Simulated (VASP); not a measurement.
# KMgF3 in VASP: a series of runs, part 2 of 2

VASP 6.6.1. The steps go on from the part before.

### Step 3. Single point, PBEsol

This run uses another cell than the first one, of 12.72 Å³/atom.

Input file INCAR:

```
  PREC = Accurate
  ENCUT = 520
  EDIFF = 1E-6
  ISMEAR = 0
  SIGMA = 0.02
  LREAL = False
  LASPH = True
  NELM = 60
  ALGO = Normal
  ISIF = 2
  LWAVE = False
  LCHARG = False
  GGA = PS
  NBANDS = 24
```

Input file KPOINTS:

```
regular mesh
0
Gamma
  6 6 6
```

Input file POSCAR:

```
KMgF3
1.0
    3.9912537769      0.0000000000      0.0000000000
    0.0000000000      3.9912537769      0.0000000000
    0.0000000000      0.0000000000      3.9912537769
K Mg F
1 1 3
Direct
    0.5000000000      0.5000000000      0.5000000000
    0.0000000000      0.0000000000      0.0000000000
    0.0000000000      0.5000000000      0.0000000000
    0.0000000000      0.0000000000      0.5000000000
    0.5000000000      0.0000000000      0.0000000000
```

Potentials or basis: VASP PAW PBE potentials, release 64 (K_sv, Mg, F).

On the command line:

```
$ cat potpaw_PBE.64/K_sv/POTCAR potpaw_PBE.64/Mg/POTCAR potpaw_PBE.64/F/POTCAR > POTCAR
$ mpirun -np 1 vasp_std > vasp.out
```

OUTCAR:

```text
PREC = Accurate
   ENCUT = 520
   EDIFF = 1E-6
   ISMEAR = 0
   LREAL = False
   LASPH = True
   NELM = 60
   ISIF = 2
   GGA = PS

 ion  position               nearest neighbor table
   1  0.500  0.500  0.500-   3 2.82   4 2.82   5 2.82   3 2.82   5 2.82   4 2.82   5 2.82   5 2.82
                             3 2.82   4 2.82   3 2.82   4 2.82   2 3.46   2 3.46   2 3.46   2 3.46
   2  0.000  0.000  0.000-   3 2.00   4 2.00   5 2.00   4 2.00   3 2.00   5 2.00   1 3.46   1 3.46
                             1 3.46   1 3.46   1 3.46   1 3.46   1 3.46   1 3.46
   3  0.000  0.500  0.000-   2 2.00   2 2.00   1 2.82   1 2.82   1 2.82   1 2.82
   4  0.000  0.000  0.500-   2 2.00   2 2.00   1 2.82   1 2.82   1 2.82   1 2.82
   5  0.500  0.000  0.000-   2 2.00   2 2.00   1 2.82   1 2.82   1 2.82   1 2.82

  LATTYP: Found a simple cubic cell.
 ALAT       =     3.9912537769

  Lattice vectors:

 A1 = (   3.9912537769,   0.0000000000,   0.0000000000)
 A2 = (   0.0000000000,   3.9912537769,   0.0000000000)
 A3 = (   0.0000000000,   0.0000000000,   3.9912537769)

Analysis of symmetry for initial positions (statically):
=====================================================================
 Subroutine PRICEL returns:
 Original cell was already a primitive cell.

 Routine SETGRP: Setting up the symmetry group for a
 simple cubic supercell.

 Subroutine GETGRP returns: Found 48 space group operations
 (whereof 48 operations were pure point group operations)
 out of a pool of 48 trial point group operations.

The static configuration has the point symmetry O_h .

Analysis of symmetry for dynamics (positions and initial velocities):
=====================================================================
 Subroutine PRICEL returns:
 Original cell was already a primitive cell.

 Routine SETGRP: Setting up the symmetry group for a
 simple cubic supercell.

 Subroutine GETGRP returns: Found 48 space group operations
 (whereof 48 operations were pure point group operations)
 out of a pool of 48 trial point group operations.

[... 123 lines left out ...]
  Fermi-wavevector in a.u.,A,eV,Ry     =   1.302213  2.460826 23.072211  1.695760
  Thomas-Fermi vector in A             =   2.433296
   LORBIT       =      0    0 simple, 1 ext, 2 COOP (PROOUT), +10 PAW based schemes
   GGA     = PS    functional components
   LHFCALC =     F    Hartree Fock is set to
   AEXX    =    0.0000 exact exchange contribution
   IVDW    =     0    specifies the selected vdW correction
   LEPSILON=     F    determine dielectric tensor
   LRPA    =     F    only Hartree local field effects (RPA)
 non-spin polarized calculation
 Gauss-broadening in eV      SIGMA  =   0.02
  energy-cutoff  :      520.00
  volume of cell :       63.58
 maximum number of plane-waves:      1743
 NGX is ok and might be reduce to    30
   NGX = 15   NGY = 15   NGZ = 15

 number of electron      31.9999958 magnetization

 Free energy of the ion-electron system (eV)
  ---------------------------------------------------
  ext. energy  EPLUGINS =         0.00000000
  ---------------------------------------------------
  free energy    TOTEN  =       -25.26309703 eV

  energy without entropy =      -25.26309703  energy(sigma->0) =      -25.26309703

 E-fermi :  -1.6088     XC(G=0):  -9.9240

 val. band max:       -1.7265801806   @ k =   0.5000   0.5000   0.5000
 cond. band min:       5.3662669080   @ k =   0.0000   0.0000   0.0000
 fundamental gap:      7.0928470886
 Fermi energy:        -1.6087596055

 k-point     1 :       0.0000    0.0000    0.0000
  band No.  band energies     occupation
      1     -27.2113      2.00000
      2     -21.7272      2.00000
      3     -21.0632      2.00000
      4     -21.0632      2.00000
      5     -10.7753      2.00000
      6     -10.7753      2.00000
[... 529 lines left out ...]
     23      13.1852      0.00000
     24      13.1852      0.00000

------------------------ aborting loop because EDIFF is reached ----------------------------------------

  FORCE on cell =-STRESS in cart. coord.  units (eV):
  Direction    XX          YY          ZZ          XY          YZ          ZX
  --------------------------------------------------------------------------------------
  -------------------------------------------------------------------------------------
  Total       -0.1529435     -0.1529435     -0.1529435      0.0000000      0.0000000     -0.0000000
  in kB       -3.8540174     -3.8540174     -3.8540174      0.0000000      0.0000000     -0.0000000
  external PRESSURE =      -3.8540174 kB  Pullay stress =       0.0000000 kB

 VOLUME and BASIS-vectors are now :
 -----------------------------------------------------------------------------
  energy-cutoff  :      520.00
  volume of cell :       63.58
      direct lattice vectors                 reciprocal lattice vectors
     3.991253777  0.000000000  0.000000000     0.250547837  0.000000000  0.000000000
     0.000000000  3.991253777  0.000000000     0.000000000  0.250547837  0.000000000
     0.000000000  0.000000000  3.991253777     0.000000000  0.000000000  0.250547837

 POSITION                                       TOTAL-FORCE (eV/Angst)
 -----------------------------------------------------------------------------------
      1.99563      1.99563      1.99563         0.000000      0.000000      0.000000
      0.00000      0.00000      0.00000         0.000000      0.000000      0.000000
      0.00000      1.99563      0.00000         0.000000      0.000000      0.000000
      0.00000      0.00000      1.99563         0.000000      0.000000      0.000000
      1.99563      0.00000      0.00000         0.000000      0.000000      0.000000
 -----------------------------------------------------------------------------------
    total drift:                                0.000000     -0.000000      0.000000

  FREE ENERGIE OF THE ION-ELECTRON SYSTEM (eV)
  ---------------------------------------------------
  free  energy   TOTEN  =       -25.2630970286 eV

  energy  without entropy=      -25.2630970286  energy(sigma->0) =      -25.26309703
```

Run time: 13 s. Hardware: 1 thread of AMD EPYC 9R45 (Zen 5), shared host; peak memory 0.15 GiB.

What came out:

| Property | Result |
| --- | --- |
| Free energy | -25.2631 eV |
| Pressure | -0.4 GPa |
| Band gap on the k mesh | 7.09 eV (least direct gap 7.42 eV) |

Caveat: the PAW data sets were made with another functional, which shifts forces and pressure a little.

### Step 4. Single point, PBEsol

This run uses another cell than the first one, of 12.72 Å³/atom.

Input file INCAR:

```
SYSTEM = KMgF3
  PREC = Accurate
  ENCUT = 520
  EDIFF = 1E-6
  ISMEAR = 0
  SIGMA = 0.02
  LREAL = .FALSE.
  LASPH = .TRUE.
  NELM = 60
  ALGO = Normal
  ISIF = 2
  LWAVE = .FALSE.
  LCHARG = .TRUE.
  GGA = PS
  LELF = .TRUE.
  LVHAR = .TRUE.
  NBANDS = 24
```

Input file KPOINTS:

```
Automatic mesh
0
G
  6 6 6
  0 0 0
```

POSCAR is that of step 3.

On the command line:

```
$ cat potpaw_PBE.64/K_sv/POTCAR potpaw_PBE.64/Mg/POTCAR potpaw_PBE.64/F/POTCAR > POTCAR
$ mpirun -np 1 vasp_std > vasp.out
```

Run time: 13 s. Hardware: 1 thread of AMD EPYC 9R45 (Zen 5), shared host; peak memory 0.15 GiB.

It converged, with:

| Item | Value |
| --- | --- |
| Free energy | -25.2631 eV |
| Pressure | -0.4 GPa |
| Band gap on the k mesh | 7.09 eV (least direct gap 7.42 eV) |

Levels at points of the mesh, in eV from the valence-band top:
```
           k point  band 12  band 13  band 14  band 15  band 16  band 17  band 18  band 19  band 20  band 21
(0.00, 0.00, 0.00)    -0.63    -0.63    -0.32    -0.32    -0.32     7.09     9.94     9.94    12.13    12.13
(0.50, 0.00, 0.00)    -0.88    -0.87    -0.87    -0.53    -0.53     9.93    10.25    11.00    12.72    12.72
(0.50, 0.50, 0.00)    -1.05    -1.05    -0.90    -0.90    -0.02    10.78    11.56    12.41    12.41    12.74
(0.50, 0.50, 0.50)    -1.12    -1.12     0.00     0.00     0.00    10.29    10.29    10.29    13.77    14.07
```

Caveat: the PAW data sets were made with another functional, which shifts forces and pressure a little.

### Step 5. Single point, PBEsol (shear of c along a, cell held: +1.5 %)

Input file INCAR:

```
PREC     = Accurate       # precision mode
ENCUT    = 520            # plane-wave cutoff, eV
EDIFF    = 1E-6           # SCF threshold, eV
ISMEAR   = 0              # smearing method
SIGMA    = 0.02           # smearing width, eV
LREAL    = False          # projectors in reciprocal space
LASPH    = True           # aspherical terms in the spheres
NELM     = 80             # most SCF steps
ALGO     = Normal         # electronic algorithm
ISIF     = 2              # what is computed and relaxed
LWAVE    = False          # write WAVECAR
LCHARG   = False          # write CHGCAR
GGA      = PS             # functional
NBANDS   = 24             # bands
```

Input file KPOINTS:

```
regular mesh
0
Gamma
  6 6 6
```

Edit POSCAR of step 4 so:

```diff
@@ -4,3 +4,3 @@
     0.0000000000      3.9912537769      0.0000000000
-    0.0000000000      0.0000000000      3.9912537769
+    0.0598688067      0.0000000000      3.9912537769
 K Mg F
```

On the command line:

```
$ cat potpaw_PBE.64/K_sv/POTCAR potpaw_PBE.64/Mg/POTCAR potpaw_PBE.64/F/POTCAR > POTCAR
$ mpirun -np 1 vasp_std > vasp.out
```

Wall time 42 s (1 thread of AMD EPYC 9R45 (Zen 5), shared host); peak memory 0.22 GiB.

It converged, with:

* Free energy: -25.2611 eV
* Pressure: -0.4 GPa
* Band gap on the k mesh: 7.09 eV (least direct gap 7.39 eV)

Stress tensor (GPa, compression positive):
```
-0.38  0.00 -0.69
 0.00 -0.38  0.00
-0.69  0.00 -0.37
```

Levels at points of the mesh, in eV from the valence-band top:
```tsv
k point	band 14	band 15	band 16	band 17	band 18	band 19
(0.00, 0.00, 0.00)	-0.35	-0.33	-0.30	7.09	9.93	9.93
(0.50, 0.00, 0.00)	-0.87	-0.54	-0.54	9.93	10.24	10.99
(0.00, 0.50, 0.00)	-0.87	-0.59	-0.49	9.93	10.24	10.99
(0.50, 0.50, 0.00)	-0.91	-0.91	-0.03	10.78	11.56	12.40
(0.00, 0.00, 0.50)	-0.87	-0.54	-0.54	9.93	10.24	10.99
(0.50, 0.00, 0.50)	-0.91	-0.90	-0.02	10.78	11.56	12.38
(0.00, 0.50, 0.50)	-0.91	-0.91	-0.03	10.78	11.55	12.40
(0.50, 0.50, 0.50)	-0.01	0.00	0.00	10.24	10.29	10.33
```

Caveat: the cell differs from its parent crystal (shear of c along a, cell held: +1.5 %); the PAW data sets were made with another functional, which shifts forces and pressure a little. A k mesh can miss the band edges.

### Step 6. Single point, PBEsol (shear of c along a, cell held: +3.0 %)

Input file INCAR:

```
SYSTEM = KMgF3
PREC     = Accurate       ! precision mode
ENCUT    = 520            ! plane-wave cutoff, eV
EDIFF    = 1E-6           ! SCF threshold, eV
ISMEAR   = 0              ! smearing method
SIGMA    = 0.02           ! smearing width, eV
LREAL    = .FALSE.        ! projectors in reciprocal space
LASPH    = .TRUE.         ! aspherical terms in the spheres
NELM     = 60             ! most SCF steps
ALGO     = Normal         ! electronic algorithm
ISIF     = 2              ! what is computed and relaxed
LWAVE    = .FALSE.        ! write WAVECAR
LCHARG   = .FALSE.        ! write CHGCAR
GGA      = PS             ! functional
NBANDS   = 24             ! bands
```

Input file KPOINTS:

```
regular mesh
0
G
  6 6 6
  0 0 0
```

Edit POSCAR of step 5 so:

```diff
@@ -4,3 +4,3 @@
     0.0000000000      3.9912537769      0.0000000000
-    0.0598688067      0.0000000000      3.9912537769
+    0.1197376133      0.0000000000      3.9912537769
 K Mg F
```

Potentials or basis: VASP PAW PBE potentials, release 64 (K_sv, Mg, F).

On the command line:

```
$ cat potpaw_PBE.64/K_sv/POTCAR potpaw_PBE.64/Mg/POTCAR potpaw_PBE.64/F/POTCAR > POTCAR
$ mpirun -np 1 vasp_std > vasp.out
```

Run time: 43 s. Hardware: 1 thread of AMD EPYC 9R45 (Zen 5), shared host; peak memory 0.22 GiB.

Results (log left out):

- Free energy: -25.2549 eV
- Pressure: -0.4 GPa
- Band gap on the k mesh: 7.08 eV (least direct gap 7.35 eV)

Stress tensor (GPa, compression positive):
```
-0.38  0.00 -1.38
 0.00 -0.38  0.00
-1.38  0.00 -0.34
```

Levels at points of the mesh, in eV from the valence-band top:
```tsv
k point	band 13	band 14	band 15	band 16	band 17	band 18	band 19	band 20
(0.00, 0.00, 0.00)	-0.61	-0.38	-0.34	-0.27	7.08	9.91	9.93	12.03
(0.50, 0.00, 0.00)	-0.88	-0.88	-0.55	-0.55	9.91	10.23	10.97	12.68
(0.00, 0.50, 0.00)	-0.89	-0.88	-0.65	-0.44	9.92	10.23	10.99	12.58
(0.50, 0.50, 0.00)	-1.06	-0.91	-0.91	-0.03	10.76	11.54	12.38	12.39
(0.00, 0.00, 0.50)	-0.88	-0.88	-0.55	-0.55	9.91	10.23	10.97	12.68
(0.50, 0.00, 0.50)	-1.03	-0.93	-0.91	-0.02	10.77	11.55	12.36	12.42
(0.00, 0.50, 0.50)	-1.06	-0.92	-0.91	-0.03	10.76	11.54	12.38	12.39
(0.50, 0.50, 0.50)	-1.14	-0.02	0.00	0.00	10.18	10.28	10.37	13.75
```

Caveat: the cell differs from its parent crystal (shear of c along a, cell held: +3.0 %); the PAW data sets were made with another functional, which shifts forces and pressure a little. A k mesh can miss the band edges.

### Step 7. The runs side by side

```tsv
cell	cutoff (eV)	gap on the mesh (eV)	pressure (GPa)
a = 4.051, b = 3.978, c = 3.978 Å, 5 atoms	600	7.02	-1.0
a = 3.991 Å, 5 atoms	520	7.09	-0.4
a = 3.991 Å, angles 90.0, 89.1, 90.0°, 5 atoms	520	7.09	-0.4
a = 3.991, b = 3.991, c = 3.993 Å, angles 90.0, 88.3, 90.0°, 5 atoms	520	7.08	-0.4
```

Alike in all rows: task single point; level PBEsol; potentials or basis VASP PAW PBE potentials, release 64 (K_sv, Mg, F); no spin polarisation; k mesh 6 × 6 × 6; smearing gaussian 0.02 eV.

Caveats: the PAW data sets were made with another functional, which shifts forces and pressure a little.

Absolute energies hang on the potentials; compare differences alone.
